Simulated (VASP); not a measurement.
# BeSe: elastic constants with r2SCAN

BeSe:

```
Be Se
1.0
     0.00000    2.46087    2.46087
     2.46087    0.00000    2.46087
     2.46087    2.46087    0.00000
Be Se
1 1
Direct
  0.00000 0.00000 0.00000
  0.75000 0.75000 0.75000
```

```
Program                   : VASP 6.6.1
Task                      : elastic constants
Functional                : r2SCAN
Potentials or basis       : VASP PAW PBE potentials, release 64 (Be, Se)
Cutoff                    : 660 eV
k mesh                    : 8 × 8 × 8
Occupations               : gaussian, width 0.01 eV
Spin                      : no spin polarisation
Dipole correction         : no
Ions in elastic constants : relaxed
Further INCAR settings    : ALGO = Normal; EDIFF = 1e-08; NBANDS = 11; IBRION = 6; POTIM = 0.015; NSW = 1; ISIF = 3
```

| Quantity | Value |
| --- | --- |
| Elastic constants C11, C12, C44 | 179, 89, 88 GPa |
| Voigt bulk modulus | 119 GPa |
| Highest phonon frequency at Γ, LO-TO splitting left out | 600 cm⁻¹ |

Phonon frequencies in cm⁻¹ (negative: imaginary):
```tsv
q point	frequencies
(0.000, 0.000, 0.000)	0 0 0 600 600 600
```

Elastic tensor in Voigt notation (GPa, in the Cartesian axes of the cell as first typed):
```
179  89  89   0   0   0
 89 179  89   0   0   0
 89  89 179   0   0   0
  0   0   0  88   0   0
  0   0   0   0  88   0
  0   0   0   0   0  88
```

Clamped-ion elastic tensor (GPa):
```
179  89  89   0   0   0
 89 179  89   0   0   0
 89  89 179   0   0   0
  0   0   0 124   0   0
  0   0   0   0 124   0
  0   0   0   0   0 124
```

It took 33 min on 1 thread of Intel(R) Xeon(R) Platinum 8488C (Sapphire Rapids), with other jobs on the host, peak memory 0.28 GiB.

Caveat: the cell is under stress, which shifts elastic constants; the PAW data sets were made with another functional, which shifts forces and pressure a little.
